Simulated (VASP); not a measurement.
# Mo (Fd-3m) in VASP: notebook

Mo is run at these levels: r2SCAN; tasks: single point, relaxation of cell and atoms.

All numbers are computed with VASP 6.6.1; they aren't measurements. Logs are shortened: lines on timing, memory, paths and dates and some standing lists are left out, and cuts for length are marked.

## Step 1: The cell of the first run

Symmetry: Fd-3m, No. 227, cubic system. Conventional cell: a = 5.400 Å, b = 5.400 Å, c = 5.400 Å, α = 90.00°, β = 90.00°, γ = 90.00°. Within 3.1 Å of Mo (site symmetry -43m) lie 4 Mo at 2.34 Å.

## Step 2: Single point, r2SCAN

The input, POSCAR:

```
Mo
1.0
    0.0000000000      2.6997683462      2.6997683462
    2.6997683462      0.0000000000      2.6997683462
    2.6997683462      2.6997683462      0.0000000000
Mo
2
Direct
    0.0000000000      0.0000000000      0.0000000000
    0.2500000000      0.2500000000      0.2500000000
```

The input, INCAR.step1:

```
PREC = Accurate ; ENCUT = 520
ISMEAR = -1 ; SIGMA = 0.1
LREAL = F ; LASPH = T
NELM = 80 ; NBANDS = 21
GGA = PE ; ALGO = Normal
EDIFF = 1E-4 ; LWAVE = T
LCHARG = F
```

The input, INCAR.step2:

```
PREC = Accurate ; ENCUT = 520
EDIFF = 1E-6 ; ISMEAR = -1
SIGMA = 0.1 ; LREAL = F
LASPH = T ; NELM = 80
ALGO = Normal ; ISIF = 2
LWAVE = F ; LCHARG = T
METAGGA = R2SCAN ; LMIXTAU = T
LELF = T ; LVHAR = T
NBANDS = 21 ; ISTART = 1
```

The input, KPOINTS:

```
Automatic mesh
0
Gamma
  6 6 6
```

Potentials or basis: VASP PAW PBE potentials, release 64 (Mo_sv).

Run with:

```sh
$ cat potpaw_PBE.64/Mo_sv/POTCAR > POTCAR
$ cp INCAR.step1 INCAR
$ mpirun -np 1 vasp_std > vasp.out
$ cp INCAR.step2 INCAR
$ mpirun -np 1 vasp_std > vasp.out
```

OUTCAR:

```text
PREC = Accurate
   ENCUT = 520
   EDIFF = 1E-6
   ISMEAR = -1
   LREAL = F
   LASPH = T
   NELM = 80
   ISIF = 2
   METAGGA = R2SCAN
   ISTART = 1

 ion  position               nearest neighbor table
   1  0.000  0.000  0.000-   2 2.34   2 2.34   2 2.34   2 2.34
   2  0.250  0.250  0.250-   1 2.34   1 2.34   1 2.34   1 2.34

  LATTYP: Found a face centered cubic cell.
 ALAT       =     5.3995366924

  Lattice vectors:

 A1 = (   0.0000000000,   2.6997683462,   2.6997683462)
 A2 = (   2.6997683462,   0.0000000000,   2.6997683462)
 A3 = (   2.6997683462,   2.6997683462,   0.0000000000)

Analysis of symmetry for initial positions (statically):
=====================================================================
 Subroutine PRICEL returns:
 Original cell was already a primitive cell.

 Routine SETGRP: Setting up the symmetry group for a
 face centered cubic supercell.

 Subroutine GETGRP returns: Found 48 space group operations
 (whereof 24 operations were pure point group operations)
 out of a pool of 48 trial point group operations.

The static configuration has the point symmetry T_d .
 The point group associated with its full space group is O_h .

Analysis of symmetry for dynamics (positions and initial velocities):
=====================================================================
 Subroutine PRICEL returns:
 Original cell was already a primitive cell.

 Routine SETGRP: Setting up the symmetry group for a
 face centered cubic supercell.

 Subroutine GETGRP returns: Found 48 space group operations
 (whereof 24 operations were pure point group operations)
 out of a pool of 48 trial point group operations.

The dynamic configuration has the point symmetry T_d .
 The point group associated with its full space group is O_h .

 Subroutine INISYM returns: Found 48 space group operations
 (whereof 24 operations are pure point group operations),
 and found     1 'primitive' translations

----------------------------------------------------------------------------------------

                                     Primitive cell

  volume of cell :      39.3559

  direct lattice vectors                    reciprocal lattice vectors
     0.000000000  2.699768346  2.699768346    -0.185201075  0.185201075  0.185201075
     2.699768346  0.000000000  2.699768346     0.185201075 -0.185201075  0.185201075
     2.699768346  2.699768346  0.000000000     0.185201075  0.185201075 -0.185201075

  length of vectors
     3.818049010  3.818049010  3.818049010     0.320777672  0.320777672  0.320777672

  position of ions in fractional coordinates (direct lattice)
     0.000000000  0.000000000  0.000000000
     0.250000000  0.250000000  0.250000000

  ion indices of the primitive-cell ions
   primitive index   ion index
                 1           1
                 2           2

----------------------------------------------------------------------------------------

 KPOINTS: Automatic mesh

Automatic generation of k-mesh.
 Grid dimensions read from file:
 generate k-points for:    6    6    6

 Generating k-lattice:

  Cartesian coordinates                     Fractional coordinates (reciprocal lattice)
    -0.030866846  0.030866846  0.030866846     0.166666667  0.000000000  0.000000000
     0.030866846 -0.030866846  0.030866846     0.000000000  0.166666667  0.000000000
     0.030866846  0.030866846 -0.030866846     0.000000000  0.000000000  0.166666667

  Length of vectors
     0.053462945  0.053462945  0.053462945

  Shift w.r.t. Gamma in fractional coordinates (k-lattice)
     0.000000000  0.000000000  0.000000000

 Subroutine IBZKPT returns following result:
 ===========================================

 Found     16 irreducible k-points:

 Following reciprocal coordinates:
            Coordinates               Weight
  0.000000  0.000000  0.000000      1.000000
  0.166667  0.000000  0.000000      8.000000
  0.333333  0.000000  0.000000      8.000000
  0.500000  0.000000  0.000000      4.000000
  0.166667  0.166667  0.000000      6.000000
  0.333333  0.166667  0.000000     24.000000
[... 8 lines left out ...]
 -0.333333  0.333333  0.166667     24.000000
 -0.333333  0.500000  0.166667     12.000000
   k-points           NKPTS =     16   k-points in BZ     NKDIM =     16   number of bands    NBANDS=     21
   number of dos      NEDOS =    301   number of ions     NIONS =      2
   total plane-waves  NPLWV =  21952
   dimension x,y,z NGX =    28 NGY =   28 NGZ =   28
   dimension x,y,z NGXF=    56 NGYF=   56 NGZF=   56
   ions per type =               2
   NGX,Y,Z   is equivalent  to a cutoff of  12.19, 12.19, 12.19 a.u.
   NGXF,Y,Z  is equivalent  to a cutoff of  24.38, 24.38, 24.38 a.u.
 SYSTEM =  unknown system
   PREC   = accura    normal or accurate (medium, high low for compatibility)
   ISTART =      1    job   : 0-new  1-cont  2-samecut
   ICHARG =      0    charge: 1-file 2-atom 10-const
   ISPIN  =      1    spin polarized calculation?
   LNONCOLLINEAR =      F non collinear calculations
   LSORBIT =      F    spin-orbit coupling
   LASPH  =      T    aspherical Exc in radial PAW
   ENCUT  =  520.0 eV  38.22 Ry    6.18 a.u.   7.10  7.10  7.10*2*pi/ulx,y,z
   NELM   =     80;   NELMIN=  2; NELMDL=  0     # of ELM steps
   EDIFF  = 0.1E-05   stopping-criterion for ELM
   LREAL  =      F    real-space projection
   EDIFFG = 0.1E-04   stopping-criterion for IOM
   NSW    =      0    number of steps for IOM
   IBRION =     -1    ionic relax: 0-MD 1-quasi-New 2-CG
   NFREE  =      0    steps in history (QN), initial steepest desc. (CG)
   ISIF   =      2    stress and relaxation
   ISYM   =      2    0-nonsym 1-usesym 2-fastsym
   POTIM  = 0.5000    time-step for ionic-motion
   TEBEG  =    0.0;   TEEND  =   0.0 temperature during run
   PSTRESS=    0.0 pullay stress
   NELECT =      28.0000    total number of electrons
   NUPDOWN=      -1.0000    fix difference up-down
   EMIN   =  10.00;   EMAX   =-10.00  energy-range for DOS
   EFERMI =   0.00;   METHOD = LEGACY
   ISMEAR =    -1;   SIGMA  =   0.10  broadening in eV -4-tet -1-fermi 0-gaus
   EFERMI_NEDOS =   21; number of points for ismear=-14 and -15
   IALGO  =     38    algorithm
   IMIX   =      4    mixing-type and parameters
     AMIX     =   0.40;   BMIX     =  1.00
     AMIX_MAG =   1.60;   BMIX_MAG =  1.00
  volume/ion in A,a.u.               =      19.68       132.79
  Fermi-wavevector in a.u.,A,eV,Ry     =   1.461474  2.761785 29.060757  2.135905
  Thomas-Fermi vector in A             =   2.577801
   LORBIT       =      0    0 simple, 1 ext, 2 COOP (PROOUT), +10 PAW based schemes
   METAGGA = R2SCAN    functional components
   LHFCALC =     F    Hartree Fock is set to
   AEXX    =    0.0000 exact exchange contribution
   IVDW    =     0    specifies the selected vdW correction
   LEPSILON=     F    determine dielectric tensor
   LRPA    =     F    only Hartree local field effects (RPA)
 non-spin polarized calculation
  energy-cutoff  :      520.00
  volume of cell :       39.36
 maximum number of plane-waves:      1068
   NGX = 15   NGY = 15   NGZ = 15

 number of electron      28.0000003 magnetization

 Free energy of the ion-electron system (eV)
  ---------------------------------------------------
  ext. energy  EPLUGINS =         0.00000000
  ---------------------------------------------------
  free energy    TOTEN  =       -47.18594302 eV

  energy without entropy =      -47.12481156  energy(sigma->0) =      -47.15537729

 E-fermi :   8.8159     XC(G=0): -12.4792

 val. band max:        8.7123445182   @ k =   0.3333   0.1667   0.0000
 cond. band min:       8.8598992106   @ k =  -0.3333   0.5000   0.1667
 fundamental gap:      0.1475546924
 Fermi energy:         8.8159459949

 k-point     1 :       0.0000    0.0000    0.0000
  band No.  band energies     occupation
      1     -53.8157      2.00000
      2     -52.5661      2.00000
      3     -27.6354      2.00000
      4     -27.6354      2.00000
      5     -27.6354      2.00000
      6     -25.9033      2.00000
[... 13 lines left out ...]
     20      21.3979      0.00000
     21      22.0024      0.00000

 k-point     2 :       0.1667    0.0000    0.0000
  band No.  band energies     occupation
      1     -53.7572      2.00000
      2     -52.6314      2.00000
      3     -27.6931      2.00000
      4     -27.6931      2.00000
      5     -27.6344      2.00000
      6     -25.8956      2.00000
[... 13 lines left out ...]
     20      19.9730      0.00000
     21      22.0342      0.00000

 k-point     3 :       0.3333    0.0000    0.0000
  band No.  band energies     occupation
      1     -53.6137      2.00000
      2     -52.7885      2.00000
      3     -27.7975      2.00000
      4     -27.7975      2.00000
      5     -27.6387      2.00000
      6     -25.8718      2.00000
[... 13 lines left out ...]
     20      17.0838      0.00000
     21      19.7803      0.00000

 k-point     4 :       0.5000    0.0000    0.0000
  band No.  band energies     occupation
      1     -53.5161      2.00000
      2     -52.8929      2.00000
      3     -27.8453      2.00000
      4     -27.8453      2.00000
      5     -27.6439      2.00000
      6     -25.8558      2.00000
[... 13 lines left out ...]
     20      14.4549      0.00000
     21      19.7236      0.00000

 k-point     5 :       0.1667    0.1667    0.0000
  band No.  band energies     occupation
      1     -53.7362      2.00000
      2     -52.6547      2.00000
      3     -27.7601      2.00000
      4     -27.7601      2.00000
      5     -27.5156      2.00000
      6     -26.0235      2.00000
[... 13 lines left out ...]
     20      19.7118      0.00000
     21      21.5113      0.00000
[... 190 lines left out ...]
     20      14.7746      0.00000
     21      15.0561      0.00000

 k-point    14 :       0.5000    0.3333    0.1667
  band No.  band energies     occupation
      1     -53.4756      2.00000
      2     -52.9356      2.00000
      3     -28.0314      2.00000
      4     -27.9311      2.00000
      5     -27.2212      2.00000
      6     -26.2862      2.00000
[... 13 lines left out ...]
     20      16.8098      0.00000
     21      17.0438      0.00000

 k-point    15 :      -0.3333    0.3333    0.1667
  band No.  band energies     occupation
      1     -53.3636      2.00000
      2     -53.0520      2.00000
      3     -28.0856      2.00000
      4     -27.9789      2.00000
      5     -27.0901      2.00000
      6     -26.4029      2.00000
[... 13 lines left out ...]
     20      14.3862      0.00000
     21      16.7753      0.00000

 k-point    16 :      -0.3333    0.5000    0.1667
  band No.  band energies     occupation
      1     -53.2089      2.00000
      2     -53.2089      2.00000
      3     -28.0663      2.00000
      4     -28.0663      2.00000
      5     -26.7519      2.00000
      6     -26.7519      2.00000
[... 13 lines left out ...]
     20      14.4390      0.00000
     21      14.7298      0.00000

------------------------ aborting loop because EDIFF is reached ----------------------------------------

  FORCE on cell =-STRESS in cart. coord.  units (eV):
  Direction    XX          YY          ZZ          XY          YZ          ZX
  --------------------------------------------------------------------------------------
  -------------------------------------------------------------------------------------
  Total        5.2746991      5.2746991      5.2746991     -0.0000000     -0.0000000     -0.0000000
  in kB      214.7329909    214.7329909    214.7329909     -0.0000000     -0.0000000     -0.0000000
  external PRESSURE =     214.7329909 kB  Pullay stress =       0.0000000 kB

 VOLUME and BASIS-vectors are now :
 -----------------------------------------------------------------------------
  energy-cutoff  :      520.00
  volume of cell :       39.36
      direct lattice vectors                 reciprocal lattice vectors
     0.000000000  2.699768346  2.699768346    -0.185201075  0.185201075  0.185201075
     2.699768346  0.000000000  2.699768346     0.185201075 -0.185201075  0.185201075
     2.699768346  2.699768346  0.000000000     0.185201075  0.185201075 -0.185201075

 POSITION                                       TOTAL-FORCE (eV/Angst)
 -----------------------------------------------------------------------------------
      0.00000      0.00000      0.00000         0.000000      0.000000      0.000000
      1.34988      1.34988      1.34988        -0.000000     -0.000000     -0.000000
 -----------------------------------------------------------------------------------
    total drift:                                0.000000      0.000000      0.000000

  FREE ENERGIE OF THE ION-ELECTRON SYSTEM (eV)
  ---------------------------------------------------
  free  energy   TOTEN  =       -47.1859430214 eV

  energy  without entropy=      -47.1248115613  energy(sigma->0) =      -47.15537729
```

Run time: 38 s. Hardware: 1 thread of AMD EPYC 9R45 (Zen 5), shared host; peak memory 0.13 GiB.

What came out:

- Free energy: -47.1859 eV
- Pressure: 21.5 GPa
- Band gap on the k mesh: zero (band 14 reaches 9.19 eV, above the bottom of band 15 at 8.66 eV)

Levels at points of the mesh, in eV from the Fermi level:
| k point | band 11 | band 12 | band 13 | band 14 | band 15 | band 16 | band 17 | band 18 |
| --- | --- | --- | --- | --- | --- | --- | --- | --- |
| (0.00, 0.00, 0.00) | -3.04 | -1.74 | -1.74 | -1.74 | 1.55 | 1.55 | 1.55 | 5.44 |
| (0.50, 0.00, 0.00) | -2.71 | -2.35 | -2.19 | -2.19 | 0.63 | 2.81 | 2.81 | 4.43 |
| (0.50, 0.50, 0.00) | -2.16 | -2.16 | 0.38 | 0.38 | 0.44 | 0.44 | 4.78 | 4.78 |

Caveat: the PAW data sets were made with another functional, which shifts forces and pressure a little.

(Continued in part 2 of 2.)
